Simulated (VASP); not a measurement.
Set up this calculation in VASP 6.6.1, as the native input.

| Property | Result |
| --- | --- |
| Task | relaxation of cell and atoms |
| Functional | LDA |
| Potentials or basis | VASP PAW LDA potentials, release 64 (Ge_d) |
| Cutoff | 600 eV |
| k mesh | 17 × 17 × 10 |
| Occupations | fermi-dirac, width 0.08 eV |
| Spin | no spin polarisation |
| Target pressure | 130 GPa |
| Dipole correction | no |
| Further INCAR settings | ALGO = Normal; EDIFF = 1e-06; IBRION = 2; EDIFFG = -0.005; NSW = 32; ISIF = 3 |

The structure of Ge lies in POSCAR:

```
Ge
1.0
    2.4614932814      0.0000000000      0.0000000000
   -1.2307466407      2.1317157129      0.0000000000
    0.0000000000      0.0000000000      4.0546258191
Ge
2
Direct
    0.3333333333      0.6666666667      0.2500000000
    0.6666666667      0.3333333333      0.7500000000
```

This isn't the form of Ge at room conditions, which is diamond.

The input as run:

INCAR

```
PREC     = Accurate       # precision mode
ENCUT    = 600            # plane-wave cutoff, eV
EDIFF    = 1E-6           # SCF threshold, eV
ISMEAR   = -1             # smearing method
SIGMA    = 0.08           # smearing width, eV
LREAL    = False          # projectors in reciprocal space
LASPH    = True           # aspherical terms in the spheres
NELM     = 100            # most SCF steps
ALGO     = Normal         # electronic algorithm
ISIF     = 3              # what is computed and relaxed
LWAVE    = False          # write WAVECAR
LCHARG   = False          # write CHGCAR
GGA      = CA             # functional
IBRION   = 2              # ionic algorithm
NSW      = 32             # ionic steps
EDIFFG   = -0.005         # ionic threshold
PSTRESS  = 1300.0
```

KPOINTS

```
regular mesh
0
Gamma
  17 17 10
```

Potentials or basis: VASP PAW LDA potentials, release 64 (Ge_d).

Launch:

```sh
$ cat potpaw_LDA.64/Ge_d/POTCAR > POTCAR
$ mpirun -np 1 vasp_std > vasp.out
```

Results of the run:

| Item | Value |
| --- | --- |
| Relaxed volume | 10.67 Å³/atom |
| Relaxed cell | a = 2.464 Å, b = 2.464 Å, c = 4.059 Å, α = 90.00°, β = 90.00°, γ = 120.00° |
| Space group after relaxing (to 0.1 Å) | P6_3/mmc (No. 194) |
| Energy change on relaxing (the run minimises the enthalpy) | -26.3 meV/atom |
| Ionic steps | 4 |
| Pressure after relaxing | 130.1 GPa |
| Band gap on the k mesh | zero (bands 14 and 15 overlap by 16.52 eV) |

Caveat: the cell is relaxed towards a set pressure, so the run minimises the enthalpy, not the energy.

Wall time 87 s on 1 thread of AMD EPYC 9R45 96-Core Processor (Zen 5), with other jobs on the host, peak memory 0.16 GiB.
